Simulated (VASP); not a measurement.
# MgO (P1) in VASP: notebook, part 2 of 2

VASP 6.6.1. The steps go on from the part before.

## (4) Single point, LDA

This run uses another cell than the first one, of 8.85 Å³/atom, 0.983 times its volume.

Input file INCAR:

```
ALGO     = Normal         # electronic algorithm
EDIFF    = 1E-6           # SCF threshold, eV
ENCUT    = 520            # plane-wave cutoff, eV
ISIF     = 2              # what is computed and relaxed
ISMEAR   = 0              # smearing method
LASPH    = True           # aspherical terms in the spheres
LCHARG   = False          # write CHGCAR
LREAL    = False          # projectors in reciprocal space
LWAVE    = False          # write WAVECAR
NBANDS   = 36             # bands
NELM     = 80             # most SCF steps
PREC     = Accurate       # precision mode
SIGMA    = 0.05           # smearing width, eV
```

Input file KPOINTS:

```
k-points
0
Gamma
  9 9 2
```

Input file POSCAR:

```
MgO
1.0
    2.0806186598     -2.0806186598      0.0000000000
    2.0806186598      0.0000000000     -2.0806186598
    8.9583690692      8.1781370718      7.3979050744
Mg O
6 6
Direct
    1.0000000000     -0.1431069186      0.3816184496
    0.3333333333      0.2538294897      0.2120102498
    0.6666666667      0.4599566732      0.5512266494
    1.0000000000      0.6660838566      0.8904430490
    0.3333333333      0.0630202649      0.7208348492
    0.6666666667      0.6507658979      0.0424020500
    0.6666666667      0.5553612855      0.2968143497
    0.0000000000     -0.0477023062      0.1272061499
    0.3333333333      0.1584248773      0.4664225495
    0.6666666667      0.3645520608      0.8056389491
    1.0000000000      0.7614884690      0.6360307493
    0.3333333333     -0.0323843475      0.9752471489
```

Potentials or basis: VASP PAW LDA potentials, release 64 (Mg, O).

On the command line:

```bash
> cat potpaw_LDA.64/Mg/POTCAR potpaw_LDA.64/O/POTCAR > POTCAR
> mpirun -np 1 vasp_std > vasp.out
```

OUTCAR:

```text
EDIFF = 1E-6
   ENCUT = 520
   ISIF = 2
   ISMEAR = 0
   LASPH = True
   LREAL = False
   NELM = 80
   PREC = Accurate

 ion  position               nearest neighbor table
   1  0.000  0.857  0.382-   7 2.08   9 2.08   7 2.08   9 2.08   7 2.08   9 2.08   3 2.94   2 2.94
                             2 2.94   2 2.94   3 2.94   3 2.94
   2  0.333  0.254  0.212-   7 2.08   8 2.08   7 2.08   8 2.08   8 2.08   7 2.08   6 2.94   1 2.94
                             1 2.94   6 2.94   1 2.94   6 2.94
[... 1191 lines left out ...]

 VOLUME and BASIS-vectors are now :
 -----------------------------------------------------------------------------
  energy-cutoff  :      520.00
  volume of cell :      106.21
      direct lattice vectors                 reciprocal lattice vectors
     2.080618660 -2.080618660  0.000000000     0.160208759 -0.320417518  0.160208759
     2.080618660  0.000000000 -2.080618660     0.144924104  0.144924104 -0.335702172
     8.958369069  8.178137072  7.397905074     0.040759079  0.040759079  0.040759079

 POSITION                                       TOTAL-FORCE (eV/Angst)
 -----------------------------------------------------------------------------------
      5.20155      3.12093      1.04031        -0.085490     -0.084981     -0.085407
      3.12093      1.04031      1.04031        -0.022736     -0.013070     -0.016827
      7.28217      3.12093      3.12093        -0.083921     -0.083692     -0.083525
      9.36278      7.28217      5.20155        -0.664491     -1.542393     -1.112869
      7.28217      5.20155      5.20155        -0.084161     -0.082845     -0.085172
      3.12093     -1.04031     -1.04031        17.827045     -1.701343     32.157111
      5.20155      1.04031      1.04031         0.072316      0.095095      0.089347
      3.12093      1.04031     -1.04031         0.056234      1.078335      0.666542
      5.20155      3.12093      3.12093         0.083112      0.083964      0.083652
      9.36278      5.20155      5.20155         0.073903      0.113588      0.051378
      7.28217      5.20155      3.12093         0.083839      0.085024      0.082908
     11.44340      7.28217      5.20155       -17.255650      2.052318    -31.747138
 -----------------------------------------------------------------------------------
    total drift:                               -0.000593      0.000247      0.000016

  FREE ENERGIE OF THE ION-ELECTRON SYSTEM (eV)
  ---------------------------------------------------
  free  energy   TOTEN  =       -73.0607795440 eV

  energy  without entropy=      -73.0607795440  energy(sigma->0) =      -73.06077954
```

OSZICAR:

```text
N       E                     dE             d eps       ncg     rms          rms(c)
DAV:   1     0.226353230105E+03    0.22635E+03   -0.24009E+04  5904   0.123E+03
DAV:   2    -0.704301926012E+02   -0.29678E+03   -0.28741E+03  7588   0.269E+02
DAV:   3    -0.844288970281E+02   -0.13999E+02   -0.13940E+02  7344   0.594E+01
DAV:   4    -0.845112353185E+02   -0.82338E-01   -0.82278E-01  7212   0.526E+00
DAV:   5    -0.845116629721E+02   -0.42765E-03   -0.42757E-03  7088   0.382E-01    0.192E+01
DAV:   6    -0.734892315909E+02    0.11022E+02   -0.37146E+01  6792   0.325E+01    0.552E+00
DAV:   7    -0.732561653230E+02    0.23307E+00   -0.86998E-01  6668   0.518E+00    0.350E+00
DAV:   8    -0.730666278181E+02    0.18954E+00   -0.21180E-01  7516   0.358E+00    0.514E-01
DAV:   9    -0.730609831382E+02    0.56447E-02   -0.24924E-02  7412   0.929E-01    0.173E-01
DAV:  10    -0.730608792216E+02    0.10392E-03   -0.24526E-03  6992   0.296E-01    0.864E-02
DAV:  11    -0.730607927183E+02    0.86503E-04   -0.20490E-04  7684   0.147E-01    0.327E-02
DAV:  12    -0.730607848536E+02    0.78647E-05   -0.14125E-04  7436   0.872E-02    0.138E-02
DAV:  13    -0.730607807621E+02    0.40915E-05   -0.18252E-05  7416   0.386E-02    0.519E-03
DAV:  14    -0.730607796805E+02    0.10816E-05   -0.30766E-06  7372   0.226E-02    0.230E-03
DAV:  15    -0.730607795440E+02    0.13653E-06   -0.17339E-06  5280   0.118E-02
   1 F= -.73060780E+02 E0= -.73060780E+02  d E =-.203976E-16
```

It took 5.7 min on 1 thread of AMD EPYC 9R45 (Zen 5), shared host; peak memory 0.32 GiB.

What came out:

* Free energy: -73.0608 eV
* Pressure: 24.3 GPa
* Largest force: 36.807 eV/Å
* Band gap on the k mesh: 4.37 eV, direct

Forces in eV/Å, atoms in the order of the input:
```
Mg   -0.085  -0.085  -0.085
Mg   -0.023  -0.013  -0.017
Mg   -0.084  -0.084  -0.084
Mg   -0.664  -1.542  -1.113
Mg   -0.084  -0.083  -0.085
Mg   17.827  -1.701  32.157
O     0.072   0.095   0.089
O     0.056   1.078   0.667
O     0.083   0.084   0.084
O     0.074   0.114   0.051
O     0.084   0.085   0.083
O   -17.256   2.052 -31.747
```

Levels at points of the mesh, in eV from the valence-band top:
| k point | band 20 | band 21 | band 22 | band 23 | band 24 | band 25 | band 26 | band 27 | band 28 | band 29 |
| --- | --- | --- | --- | --- | --- | --- | --- | --- | --- | --- |
| (0.00, 0.00, 0.00) | -0.49 | -0.44 | -0.29 | -0.18 | 0.00 | 4.37 | 5.51 | 6.11 | 7.12 | 7.54 |
| (0.00, 0.00, 0.50) | -0.60 | -0.45 | -0.37 | -0.18 | -0.09 | 4.58 | 5.12 | 6.43 | 7.02 | 7.52 |

Caveat: forces of over 1 eV/Å act on the atoms, so gaps and moduli don't describe the material at rest. A k mesh can miss the band edges.

## (5) Single point, LDA

This run uses another cell than the first one, of 8.85 Å³/atom, 0.983 times its volume.

Input file INCAR:

```
PREC = Accurate
ENCUT = 520
EDIFF = 1E-7
ISMEAR = 0
SIGMA = 0.05
LREAL = False
LASPH = True
NELM = 80
ALGO = Normal
ISIF = 2
LWAVE = False
LCHARG = True
LELF = True
LVHAR = True
NBANDS = 36
```

Input file KPOINTS:

```
regular mesh
0
Gamma
  9 9 2
```

Input file POSCAR:

```
MgO
1.0
    2.0806186598     -2.0806186598      0.0000000000
    2.0806186598      0.0000000000     -2.0806186598
    8.4382144043      8.1781370718      7.9180597393
Mg O
6 6
Direct
    1.0000000000     -0.0477023062      0.3816184496
    0.3333333333      0.3068320521      0.2120102498
    0.6666666667      0.5977633355      0.5512266494
    1.0000000000      0.8886946189      0.8904430490
    0.3333333333      0.2432289772      0.7208348492
    0.6666666667      0.6613664104      0.0424020500
    0.6666666667      0.6295648730      0.2968143497
    0.0000000000     -0.0159007687      0.1272061499
    0.3333333333      0.2750305146      0.4664225495
    0.6666666667      0.5659617980      0.8056389491
    1.0000000000      0.9204961563      0.6360307493
    0.3333333333      0.2114274397      0.9752471489
```

On the command line:

```bash
> cat potpaw_LDA.64/Mg/POTCAR potpaw_LDA.64/O/POTCAR > POTCAR
> mpirun -np 1 vasp_std > vasp.out
```

Wall time 7 min (1 thread of AMD EPYC 9R45 (Zen 5), shared host); peak memory 0.32 GiB.

It converged, with:

| Property | Result |
| --- | --- |
| Free energy | -79.5952 eV |
| Pressure | 4.7 GPa |
| Largest force | 6.654 eV/Å |
| Band gap on the k mesh | 4.49 eV, direct |

Forces on the atoms (eV/Å):
```
Mg  -0.140 -0.140 -0.140
Mg  -0.128 -0.124 -0.122
Mg  -0.140 -0.140 -0.140
Mg  -0.395 -0.687 -0.751
Mg  -0.137 -0.138 -0.138
Mg   1.186  1.407  6.395
O    0.132  0.141  0.147
O    0.014  0.371  0.500
O    0.139  0.140  0.140
O    0.141  0.131  0.122
O    0.140  0.140  0.139
O   -0.813 -1.101 -6.152
```

Stress tensor (GPa, compression positive):
```
-1.07 -0.12  2.63
-0.12  2.18  3.07
 2.63  3.07 12.92
```

Levels at points of the mesh, in eV from the valence-band top:
| k point | band 20 | band 21 | band 22 | band 23 | band 24 | band 25 | band 26 | band 27 | band 28 | band 29 |
| --- | --- | --- | --- | --- | --- | --- | --- | --- | --- | --- |
| (0.00, 0.00, 0.00) | -0.46 | -0.44 | -0.34 | -0.09 | 0.00 | 4.49 | 5.85 | 6.04 | 6.99 | 7.42 |
| (0.00, 0.00, 0.50) | -0.63 | -0.45 | -0.42 | -0.09 | -0.01 | 4.75 | 5.22 | 6.61 | 6.86 | 7.38 |

Caveat: forces of over 1 eV/Å act on the atoms, so gaps and moduli don't describe the material at rest.

## (6) Overview

| cell | gap on the mesh (eV) | pressure (GPa) | largest force (eV/Å) |
| --- | --- | --- | --- |
| a = 2.942, b = 2.942, c = 14.434 Å, angles 87.1, 88.5, 60.0°, 12 atoms | 4.73 | 3.4 | 6.78 |
| a = 2.942, b = 2.942, c = 14.420 Å, angles 88.5, 89.3, 60.0°, 12 atoms | 4.90 | -0.6 | 1.96 |
| a = 2.942, b = 2.942, c = 14.208 Å, angles 85.5, 87.8, 60.0°, 12 atoms | 4.37 | 24.3 | 36.81 |
| a = 2.942, b = 2.942, c = 14.170 Å, angles 88.5, 89.3, 60.0°, 12 atoms | 4.49 | 4.7 | 6.65 |

Alike in all rows: task single point; level LDA; potentials or basis VASP PAW LDA potentials, release 64 (Mg, O); no spin polarisation; k mesh 9 × 9 × 2; cutoff (eV) 520; smearing gaussian 0.05 eV.

Caveats: forces of over 1 eV/Å act on the atoms, so gaps and moduli don't describe the material at rest.

Absolute energies hang on the potentials; compare differences alone.
